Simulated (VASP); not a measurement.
# Si2W (I4/mmm) in VASP: notebook, part 2 of 2

VASP 6.6.1.

## Step 3: Single point, r2SCAN

The input, POSCAR:

```
Si2W
1.0
   -1.6056465504      1.6056465504      3.9023080979
    1.6056465504     -1.6056465504      3.9023080979
    1.6056465504      1.6056465504     -3.9023080979
Si W
2 1
Direct
    0.3348248949      0.3348248949      0.0000000000
    0.6651751051      0.6651751051      0.0000000000
    0.0000000000      0.0000000000      0.0000000000
```

The input, INCAR.step1:

```
SYSTEM = Si2W
PREC = Accurate
ENCUT = 520
ISMEAR = 0
SIGMA = 0.1
LREAL = .FALSE.
LASPH = .TRUE.
NELM = 100
NBANDS = 18
GGA = PE
ALGO = Normal
EDIFF = 1E-4
LWAVE = .TRUE.
LCHARG = .FALSE.
```

The input, INCAR.step2:

```
SYSTEM = Si2W
PREC = Accurate
ENCUT = 520
EDIFF = 1E-7
ISMEAR = 0
SIGMA = 0.1
LREAL = .FALSE.
LASPH = .TRUE.
NELM = 100
ALGO = Normal
ISIF = 2
LWAVE = .FALSE.
LCHARG = .TRUE.
METAGGA = R2SCAN
LMIXTAU = .TRUE.
LELF = .TRUE.
LVHAR = .TRUE.
NBANDS = 18
ISTART = 1
```

The input, KPOINTS:

```
Automatic mesh
0
G
  18 18 18
  0 0 0
```

Potentials or basis: VASP PAW PBE potentials, release 64 (Si, W_sv).

The run is started by

```bash
> cat potpaw_PBE.64/Si/POTCAR potpaw_PBE.64/W_sv/POTCAR > POTCAR
> cp INCAR.step1 INCAR
> mpirun -np 1 vasp_std > vasp.out
> cp INCAR.step2 INCAR
> mpirun -np 1 vasp_std > vasp.out
```

OUTCAR:

```text
SYSTEM = Si2W
   PREC = Accurate
   ENCUT = 520
   EDIFF = 1E-7
   ISMEAR = 0
   LREAL = .FALSE.
   LASPH = .TRUE.
   NELM = 100
   ISIF = 2
   METAGGA = R2SCAN
   ISTART = 1

 ion  position               nearest neighbor table
   1  0.335  0.335  0.000-   2 2.58   3 2.61   3 2.61   3 2.61   3 2.61   3 2.61   2 2.63   2 2.63
                             2 2.63   2 2.63
   2  0.665  0.665  0.000-   1 2.58   3 2.61   3 2.61   3 2.61   3 2.61   3 2.61   1 2.63   1 2.63
                             1 2.63   1 2.63
   3  0.000  0.000  0.000-   1 2.61   2 2.61   2 2.61   2 2.61   2 2.61   1 2.61   1 2.61   1 2.61
                             1 2.61   2 2.61

  LATTYP: Found a body centered tetragonal cell.
 ALAT       =     3.2112931008
 C/A-ratio  =     2.4303655726

  Lattice vectors:

 A1 = (  -1.6056465504,   1.6056465504,   3.9023080979)
 A2 = (   1.6056465504,  -1.6056465504,   3.9023080979)
 A3 = (   1.6056465504,   1.6056465504,  -3.9023080979)

Analysis of symmetry for initial positions (statically):
=====================================================================
 Subroutine PRICEL returns:
 Original cell was already a primitive cell.

 Routine SETGRP: Setting up the symmetry group for a
 body centered tetragonal supercell.

 Subroutine GETGRP returns: Found 16 space group operations
 (whereof 16 operations were pure point group operations)
 out of a pool of 16 trial point group operations.

The static configuration has the point symmetry D_4h.

Analysis of symmetry for dynamics (positions and initial velocities):
=====================================================================
 Subroutine PRICEL returns:
 Original cell was already a primitive cell.

 Routine SETGRP: Setting up the symmetry group for a
 body centered tetragonal supercell.

 Subroutine GETGRP returns: Found 16 space group operations
 (whereof 16 operations were pure point group operations)
 out of a pool of 16 trial point group operations.

The dynamic configuration has the point symmetry D_4h.

 Subroutine INISYM returns: Found 16 space group operations
 (whereof 16 operations are pure point group operations),
 and found     1 'primitive' translations

----------------------------------------------------------------------------------------

                                     Primitive cell

  volume of cell :      40.2422

  direct lattice vectors                    reciprocal lattice vectors
    -1.605646550  1.605646550  3.902308098     0.000000000  0.311401036  0.128129299
     1.605646550 -1.605646550  3.902308098     0.311401036  0.000000000  0.128129299
     1.605646550  1.605646550 -3.902308098     0.311401036  0.311401036  0.000000000

  length of vectors
     4.514887615  4.514887615  4.514887615     0.336730935  0.336730935  0.440387569

  position of ions in fractional coordinates (direct lattice)
     0.334824895  0.334824895  0.000000000
     0.665175105  0.665175105  0.000000000
     0.000000000  0.000000000  0.000000000

  ion indices of the primitive-cell ions
   primitive index   ion index
                 1           1
                 2           2
                 3           3

----------------------------------------------------------------------------------------
[... 24 lines left out ...]

 Following reciprocal coordinates:
            Coordinates               Weight
  0.000000  0.000000  0.000000      1.000000
  0.055556 -0.000000  0.000000      8.000000
  0.111111 -0.000000  0.000000      8.000000
  0.166667  0.000000 -0.000000      8.000000
  0.222222  0.000000 -0.000000      8.000000
  0.277778  0.000000 -0.000000      8.000000
[... 16 lines left out ...]
 -0.277778  0.055556  0.000000     16.000000
 -0.222222  0.055556  0.000000     16.000000
 [... further k-points ...]
   k-points           NKPTS =    480   k-points in BZ     NKDIM =    480   number of bands    NBANDS=     18
   number of dos      NEDOS =    301   number of ions     NIONS =      3
   total plane-waves  NPLWV =  46656
   dimension x,y,z NGX =    36 NGY =   36 NGZ =   36
   dimension x,y,z NGXF=    72 NGYF=   72 NGZF=   72
   ions per type =               2   1
   NGX,Y,Z   is equivalent  to a cutoff of  13.26, 13.26, 13.26 a.u.
   NGXF,Y,Z  is equivalent  to a cutoff of  26.51, 26.51, 26.51 a.u.
 SYSTEM =  Si2W
   PREC   = accura    normal or accurate (medium, high low for compatibility)
   ISTART =      1    job   : 0-new  1-cont  2-samecut
   ICHARG =      0    charge: 1-file 2-atom 10-const
   ISPIN  =      1    spin polarized calculation?
   LNONCOLLINEAR =      F non collinear calculations
   LSORBIT =      F    spin-orbit coupling
   LASPH  =      T    aspherical Exc in radial PAW
   ENCUT  =  520.0 eV  38.22 Ry    6.18 a.u.   8.39  8.39  8.39*2*pi/ulx,y,z
   NELM   =    100;   NELMIN=  2; NELMDL=  0     # of ELM steps
   EDIFF  = 0.1E-06   stopping-criterion for ELM
   LREAL  =      F    real-space projection
   EDIFFG = 0.1E-05   stopping-criterion for IOM
   NSW    =      0    number of steps for IOM
   IBRION =     -1    ionic relax: 0-MD 1-quasi-New 2-CG
   NFREE  =      0    steps in history (QN), initial steepest desc. (CG)
   ISIF   =      2    stress and relaxation
   ISYM   =      2    0-nonsym 1-usesym 2-fastsym
   POTIM  = 0.5000    time-step for ionic-motion
   TEBEG  =    0.0;   TEEND  =   0.0 temperature during run
   PSTRESS=    0.0 pullay stress
   NELECT =      22.0000    total number of electrons
   NUPDOWN=      -1.0000    fix difference up-down
   EMIN   =  10.00;   EMAX   =-10.00  energy-range for DOS
   EFERMI =   0.00;   METHOD = LEGACY
   ISMEAR =     0;   SIGMA  =   0.10  broadening in eV -4-tet -1-fermi 0-gaus
   EFERMI_NEDOS =   21; number of points for ismear=-14 and -15
   IALGO  =     38    algorithm
   IMIX   =      4    mixing-type and parameters
     AMIX     =   0.40;   BMIX     =  1.00
     AMIX_MAG =   1.60;   BMIX_MAG =  1.00
  volume/ion in A,a.u.               =      13.41        90.52
  Fermi-wavevector in a.u.,A,eV,Ry     =   1.338614  2.529613 24.380095  1.791886
  Thomas-Fermi vector in A             =   2.467070
   LORBIT       =      0    0 simple, 1 ext, 2 COOP (PROOUT), +10 PAW based schemes
   METAGGA = R2SCAN    functional components
   LHFCALC =     F    Hartree Fock is set to
   AEXX    =    0.0000 exact exchange contribution
   IVDW    =     0    specifies the selected vdW correction
   LEPSILON=     F    determine dielectric tensor
   LRPA    =     F    only Hartree local field effects (RPA)
 non-spin polarized calculation
 Gauss-broadening in eV      SIGMA  =   0.10
  energy-cutoff  :      520.00
  volume of cell :       40.24
 maximum number of plane-waves:      1111
 NGX is ok and might be reduce to    36
   NGX = 17   NGY = 17   NGZ = 17

 number of electron      21.9999999 magnetization

 Free energy of the ion-electron system (eV)
  ---------------------------------------------------
  ext. energy  EPLUGINS =         0.00000000
  ---------------------------------------------------
  free energy    TOTEN  =       -69.81634709 eV

  energy without entropy =      -69.81550028  energy(sigma->0) =      -69.81592369

 E-fermi :  11.9925     XC(G=0): -13.5285

 val. band max:       11.8984630905   @ k =  -0.3889   0.4444   0.3889
 cond. band min:      12.0106315750   @ k =  -0.3889   0.5000   0.3333
 fundamental gap:      0.1121684845
 Fermi energy:        11.9924628399

 k-point     1 :       0.0000    0.0000    0.0000
  band No.  band energies     occupation
      1     -63.7513      2.00000
      2     -27.3840      2.00000
      3     -27.3548      2.00000
      4     -27.3548      2.00000
      5      -2.9034      2.00000
      6       4.7245      2.00000
[... 481 lines left out ...]
      5      -1.9402      2.00000
      6       4.8797      2.00000
[... 10 lines left out ...]
     17      18.6513      0.00000
     18      20.6895      0.00000

 [... further k-points ...]

------------------------ aborting loop because EDIFF is reached ----------------------------------------

  FORCE on cell =-STRESS in cart. coord.  units (eV):
  Direction    XX          YY          ZZ          XY          YZ          ZX
  --------------------------------------------------------------------------------------
  -------------------------------------------------------------------------------------
  Total        0.0883284      0.0883284      0.0195442      0.0000000      0.0000000     -0.0000000
  in kB        3.5166547      3.5166547      0.7781206      0.0000000      0.0000000     -0.0000000
  external PRESSURE =       2.6038100 kB  Pullay stress =       0.0000000 kB

 VOLUME and BASIS-vectors are now :
 -----------------------------------------------------------------------------
  energy-cutoff  :      520.00
  volume of cell :       40.24
      direct lattice vectors                 reciprocal lattice vectors
    -1.605646550  1.605646550  3.902308098     0.000000000  0.311401036  0.128129299
     1.605646550 -1.605646550  3.902308098     0.311401036  0.000000000  0.128129299
     1.605646550  1.605646550 -3.902308098     0.311401036  0.311401036  0.000000000

 POSITION                                       TOTAL-FORCE (eV/Angst)
 -----------------------------------------------------------------------------------
      0.00000      0.00000      2.61318        -0.000000     -0.000000     -0.008656
      0.00000      0.00000      5.19144        -0.000000     -0.000000      0.008656
      0.00000      0.00000      0.00000         0.000000      0.000000     -0.000000
 -----------------------------------------------------------------------------------
    total drift:                                0.000000     -0.000000     -0.000000

  FREE ENERGIE OF THE ION-ELECTRON SYSTEM (eV)
  ---------------------------------------------------
  free  energy   TOTEN  =       -69.8163470930 eV

  energy  without entropy=      -69.8155002814  energy(sigma->0) =      -69.81592369
```

Run time: 33 min. Hardware: 1 thread of Intel Xeon Platinum 8375C at 2.90GHz (Ice Lake), shared host; peak memory 0.47 GiB.

Results:

* Free energy: -69.8163 eV
* Pressure: 0.3 GPa
* Largest force: 0.009 eV/Å
* Band gap on the k mesh: zero (bands 11 and 12 overlap by 1.30 eV)

Forces in eV/Å, atoms in the order of the input:
```
Si   0.000  0.000 -0.009
Si   0.000  0.000  0.009
W    0.000  0.000  0.000
```

Levels at points of the mesh, in eV from the Fermi level:
```csv
k point,band 7,band 8,band 9,band 10,band 11,band 12,band 13,band 14,band 15,band 16
"(0.00, 0.00, 0.00)",-3.84,-3.41,-3.06,-3.06,0.59,3.03,3.16,3.18,3.18,5.00
"(0.50, 0.00, 0.00)",-6.04,-5.23,-3.02,-2.88,-0.50,2.92,2.99,4.20,4.83,5.40
"(0.50, 0.50, 0.00)",-6.43,-5.69,-5.34,-3.47,-2.01,3.06,3.28,3.42,4.19,4.51
"(0.50, 0.50, 0.50)",-3.98,-2.69,-0.97,-0.97,-0.54,-0.54,0.78,4.92,5.58,6.70
```

Caveat: the PAW data sets were made with another functional, which shifts forces and pressure a little; spin-orbit coupling is left out, which moves the levels of the heavy elements.

The gap in the log of VASP goes by the Fermi energy; the results here count the filled bands.